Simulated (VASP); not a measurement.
A run of VASP 6.6.1 is set up as follows.

File INCAR:

```
SYSTEM = Pt
ALGO = Normal
DIPOL = 0.5 0.5 0.500
EDIFF = 1E-6
ENCUT = 520
GGA = PE
IDIPOL = 3
ISIF = 2
ISMEAR = 0
LASPH = .TRUE.
LCHARG = .FALSE.
LDIPOL = .TRUE.
LREAL = .FALSE.
LWAVE = .FALSE.
NBANDS = 11
NELM = 80
PREC = Accurate
SIGMA = 0.1
```

File KPOINTS:

```
k-points
0
G
  6 6 1
  0 0 0
```

File POSCAR:

```
Pt
1.0
    2.6516260000      0.0000000000      0.0000000000
    0.0000000000      2.6516260000      0.0000000000
    0.0000000000      0.0000000000     14.0000000000
Pt
1
Direct
    0.0000000000      0.0000000000      0.5000000000
```

Potentials or basis: VASP PAW PBE potentials, release 64 (Pt).

The run is started by

```sh
$ cat potpaw_PBE.64/Pt/POTCAR > POTCAR
$ mpirun -np 1 vasp_std > vasp.out
```

Q: Estimate the band gap on the k mesh.

A: Zero (bands 5 and 6 overlap by 2.61 eV).

Caveat: the k points lie up to 0.39 Å⁻¹ apart, too coarse for converged energies and pressures of a metal; spin-orbit coupling is left out, which moves the levels of the heavy elements.
